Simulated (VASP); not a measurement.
# Se (P6_3/mmc) in VASP: further runs, part 2 of 2

VASP 6.6.1. The steps go on from the part before.

### 6 Relaxation of shape and atoms at fixed volume, PBEsol

This run uses another cell than the first one, of 10.91 Å³/atom.

Contents of INCAR:

```
ALGO     = Normal         # electronic algorithm
EDIFF    = 1E-7           # SCF threshold, eV
EDIFFG   = -0.005         # ionic threshold
ENCUT    = 600            # plane-wave cutoff, eV
GGA      = PS             # functional
IBRION   = 2              # ionic algorithm
ISIF     = 4              # what is computed and relaxed
ISMEAR   = -1             # smearing method
LASPH    = True           # aspherical terms in the spheres
LCHARG   = False          # write CHGCAR
LREAL    = False          # projectors in reciprocal space
LWAVE    = False          # write WAVECAR
NELM     = 60             # most SCF steps
NSW      = 50             # ionic steps
PREC     = Accurate       # precision mode
SIGMA    = 0.1            # smearing width, eV
```

Contents of KPOINTS:

```
k-points
0
Gamma
  14 14 8
```

Contents of POSCAR:

```
Se
1.0
    2.8647422589      0.0000000000      0.0000000000
   -1.4323711294      2.4809395715      0.0000000000
    0.0000000000      0.0000000000      3.0707811847
Se
2
Direct
    0.3333333333      0.6666666667      0.2500000000
    0.6666666667      0.3333333333      0.7500000000
```

Potentials or basis: VASP PAW PBE potentials, release 64 (Se).

Run with:

```
$ cat potpaw_PBE.64/Se/POTCAR > POTCAR
$ mpirun -np 1 vasp_std > vasp.out
```

OUTCAR:

```text
EDIFF = 1E-7
   EDIFFG = -0.005
   ENCUT = 600
   GGA = PS
   IBRION = 2
   ISIF = 4
   ISMEAR = -1
   LASPH = True
   LREAL = False
   NELM = 60
   NSW = 50
   PREC = Accurate

 ion  position               nearest neighbor table
   1  0.333  0.667  0.250-   2 2.26   2 2.26   2 2.26   2 2.26   2 2.26   2 2.26
   2  0.667  0.333  0.750-   1 2.26   1 2.26   1 2.26   1 2.26   1 2.26   1 2.26

  LATTYP: Found a hexagonal cell.
 ALAT       =     2.8647422589
 C/A-ratio  =     1.0719223257

  Lattice vectors:

 A1 = (   2.8647422589,   0.0000000000,   0.0000000000)
 A2 = (  -1.4323711294,   2.4809395715,   0.0000000000)
 A3 = (   0.0000000000,   0.0000000000,   3.0707811847)

Analysis of symmetry for initial positions (statically):
=====================================================================
 Subroutine PRICEL returns:
 Original cell was already a primitive cell.

 Routine SETGRP: Setting up the symmetry group for a
 hexagonal supercell.

 Subroutine GETGRP returns: Found 24 space group operations
 (whereof 12 operations were pure point group operations)
 out of a pool of 24 trial point group operations.

The static configuration has the point symmetry D_3d.
 The point group associated with its full space group is D_6h.

Analysis of symmetry for dynamics (positions and initial velocities):
=====================================================================
 Subroutine PRICEL returns:
 Original cell was already a primitive cell.

 Routine SETGRP: Setting up the symmetry group for a
 hexagonal supercell.

 Subroutine GETGRP returns: Found 24 space group operations
 (whereof 12 operations were pure point group operations)
 out of a pool of 24 trial point group operations.

The dynamic configuration has the point symmetry D_3d.
 The point group associated with its full space group is D_6h.

[... 143 lines left out ...]
  ext. energy  EPLUGINS =         0.00000000
  ---------------------------------------------------
  free energy    TOTEN  =         0.22487165 eV

  energy without entropy =        0.24857051  energy(sigma->0) =        0.23672108

------------------------ aborting loop because EDIFF is reached ----------------------------------------

  FORCE on cell =-STRESS in cart. coord.  units (eV):
  Direction    XX          YY          ZZ          XY          YZ          ZX
  --------------------------------------------------------------------------------------
  -------------------------------------------------------------------------------------
  Total       24.1558679     24.1558679     36.0084217      0.0000000      0.0000000      0.0000000
  in kB     1773.3016439   1773.3016439   2643.4071280      0.0000000      0.0000000      0.0000000
  external PRESSURE =    2063.3368053 kB  Pullay stress =       0.0000000 kB
[... 89 lines left out ...]
  FREE ENERGIE OF THE ION-ELECTRON SYSTEM (eV)
  ---------------------------------------------------
  free  energy   TOTEN  =        -1.3319179495 eV

  energy  without entropy=       -1.3148477927  energy(sigma->0) =       -1.32338287

[... ionic steps 4 to 10 ...]

--------------------------------------- Ionic step       11  -------------------------------------------

 number of electron      12.0000001 magnetization

------------------------ aborting loop because EDIFF is reached ----------------------------------------
[... 67 lines left out ...]
--------------------------------------- Ionic step       13  -------------------------------------------

 number of electron      12.0000001 magnetization

 Free energy of the ion-electron system (eV)
  ---------------------------------------------------
  ext. energy  EPLUGINS =         0.00000000
  ---------------------------------------------------
  free energy    TOTEN  =        -1.33249306 eV

  energy without entropy =       -1.31560870  energy(sigma->0) =       -1.32405088

 E-fermi :  15.3661     XC(G=0): -13.7003

 val. band max:       15.3165680315   @ k =   0.3571   0.0714   0.1250
 cond. band min:      15.4278582818   @ k =   0.3571   0.0714   0.3750
 fundamental gap:      0.1112902503
 Fermi energy:        15.3661203893

 k-point     1 :       0.0000    0.0000    0.0000
  band No.  band energies     occupation
      1      -8.8179      2.00000
      2       0.5988      2.00000
      3       2.0436      2.00000
      4      18.0537      0.00000
      5      18.0537      0.00000
      6      21.3069      0.00000
      7      21.3069      0.00000
      8      24.8216      0.00000
      9      24.9635      0.00000
     10      27.2235      0.00000
[... 287 lines left out ...]
 k-point    24 :       0.3571    0.2857    0.0000
  band No.  band energies     occupation
      1      -0.3238      2.00000
      2       0.7251      2.00000
      3       4.1848      2.00000
      4       9.9325      2.00000
      5      10.0694      2.00000
      6      10.4427      2.00000
      7      11.3384      2.00000
      8      12.4531      2.00000
      9      17.4196      0.00000
     10      29.6229      0.00000

 [... further k-points ...]
[... 5 lines left out ...]
  --------------------------------------------------------------------------------------
  -------------------------------------------------------------------------------------
  Total       23.2364459     23.2364459     23.2376976      0.0000000     -0.0000000      0.0000000
  in kB     1705.8061380   1705.8061379   1705.8980231      0.0000007     -0.0000000      0.0000000
  external PRESSURE =    1705.8367663 kB  Pullay stress =       0.0000000 kB
[... 17 lines left out ...]
  FREE ENERGIE OF THE ION-ELECTRON SYSTEM (eV)
  ---------------------------------------------------
  free  energy   TOTEN  =        -1.3324930593 eV

  energy  without entropy=       -1.3156086976  energy(sigma->0) =       -1.32405088

 reached required accuracy - stopping structural energy minimisation
```

Wall time 2.8 min (1 thread of Intel Xeon 8259CL, shared host); peak memory 0.16 GiB.

What came out:

* Free energy: -1.3325 eV
* Energy gained by relaxing: 778.7 meV/atom
* Ionic steps: 13
* Pressure after relaxing: 170.6 GPa
* Band gap on the k mesh: zero (bands 6 and 7 overlap by 9.97 eV)

The path:
| step | energy change (eV) | largest force (eV/Å) | pressure (GPa) | volume (Å³) |
| --- | --- | --- | --- | --- |
| 1 | 0.0000 | 0.0000 | 206.33 | 21.82 |
| 2 | -1.4706 | 0.0000 | 175.09 | 21.82 |
| 3 | -1.5568 | 0.0000 | 170.39 | 21.82 |
| 4 | -1.5566 | 0.0000 | 170.82 | 21.82 |
| 5 | -1.5568 | 0.0000 | 170.80 | 21.82 |
| 6 | -1.5571 | 0.0000 | 170.73 | 21.82 |
| 7 | -1.5571 | 0.0000 | 170.73 | 21.82 |
| 8 | -1.5571 | 0.0000 | 170.72 | 21.82 |
| 9 | -1.5572 | 0.0000 | 170.71 | 21.82 |
| 10 | -1.5572 | 0.0000 | 170.68 | 21.82 |
| 11 | -1.5573 | 0.0000 | 170.63 | 21.82 |
| 12 | -1.5573 | 0.0000 | 170.53 | 21.82 |
| 13 | -1.5574 | 0.0000 | 170.58 | 21.82 |

Final structure:
```
Se
1.0
     2.55375    0.00000    0.00000
    -1.27688    2.21162    0.00000
     0.00000    0.00000    3.86422
Se
2
Direct
  0.33333 0.66667 0.25000
  0.66667 0.33333 0.75000
```

Caveat: a cell axis changed by over 15 % at a fixed basis, so the end point is rough; the PAW data sets were made with another functional, which shifts forces and pressure a little.

### 7 The runs side by side

| task | cell | cutoff (eV) | gap on the mesh (eV) | pressure (GPa) |
| --- | --- | --- | --- | --- |
| single point | a = 3.422, b = 3.422, c = 3.809 Å, angles 90.0, 90.0, 120.0°, 2 atoms | 520 | none | 6.7 |
| single point | a = 3.562, b = 3.562, c = 3.819 Å, angles 90.0, 90.0, 120.0°, 2 atoms | 520 | none | 0.1 |
| relaxation of shape and atoms at fixed volume | relaxed from a = 2.730, b = 2.730, c = 2.926 Å, angles 90.0, 90.0, 120.0°, 2 atoms | 600 | none | 292.0 |
| relaxation of shape and atoms at fixed volume | relaxed from a = 2.865, b = 2.865, c = 3.071 Å, angles 90.0, 90.0, 120.0°, 2 atoms | 600 | none | 170.6 |

Alike in all rows: level PBEsol; potentials or basis VASP PAW PBE potentials, release 64 (Se); no spin polarisation; k mesh 14 × 14 × 8; smearing fermi-dirac 0.1 eV.

Caveats: the PAW data sets were made with another functional, which shifts forces and pressure a little; a cell axis changed by over 15 % at a fixed basis, so the end point is rough (at least some runs); the cell stands under pressure (at least some runs).

Absolute energies hang on the potentials; compare differences alone.
